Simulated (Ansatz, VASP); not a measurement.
## Ti: VASP beside Ansatz

INCAR

```
SYSTEM = Ti
PREC = Accurate
ENCUT = 520
EDIFF = 1E-6
ISMEAR = -1
SIGMA = 0.1
LREAL = .False.
LASPH = .True.
NELM = 60
ALGO = Normal
ISIF = 2
LWAVE = .False.
LCHARG = .False.
GGA = PS
NBANDS = 12
```

File KPOINTS:

```
regular mesh
0
Gamma
  15 15 15
  0 0 0
```

POSCAR

```
Ti
1.0
   -1.5629677462      1.5629677462      1.5629677462
    1.5629677462     -1.5629677462      1.5629677462
    1.5629677462      1.5629677462     -1.5629677462
Ti
1
Direct
    0.0000000000      0.0000000000      0.0000000000
```

Input for Ansatz:

```yaml
crystal:
  lattice:
    - [-1.5629677462, 1.5629677462, 1.5629677462]
    - [1.5629677462, -1.5629677462, 1.5629677462]
    - [1.5629677462, 1.5629677462, -1.5629677462]
  atoms:
    - { symbol: Ti, position: [0.0, 0.0, 0.0] }
hamiltonian:
  xc: pbesol
  pseudopotentials:
    kind: paw
    azcp:
      Ti: "pseudopotentials/Ti.paw.azcp"
basis:
  ecutwfc: 420
  fft_grid_basis: typed
kpoints:
  mp_grid: { grid: [15, 15, 15], shift: [0, 0, 0] }
magnetization:
  spin_polarized: false
scf:
  occupations: { method: fermi_dirac, width: 0.1 }
  lower_state_search: "off"
output:
  stress: true
```

Alike in both runs: task single point; functional PBEsol; k mesh 15 × 15 × 15; occupations fermi-dirac, width 0.1 eV; no spin polarisation.

```csv
,VASP,Ansatz
version,VASP 6.6.1,Ansatz 0.2.0
potentials or method,"VASP PAW PBE potentials, release 64 (Ti_sv), cutoff 520 eV","plane waves (420 eV) with PAW, scalar-relativistic"
valence electrons in the cell,12,12
```

VASP gave:

```
pressure (GPa) : 10.3
```

Task: Which values does Ansatz return?

Result: Pressure (GPa): 10.7.

VASP's potentials were made for PBE, not for PBEsol, and Ansatz warns of the same on its side. With one functional, cell and mesh, what is left measures potentials, basis and numerics.
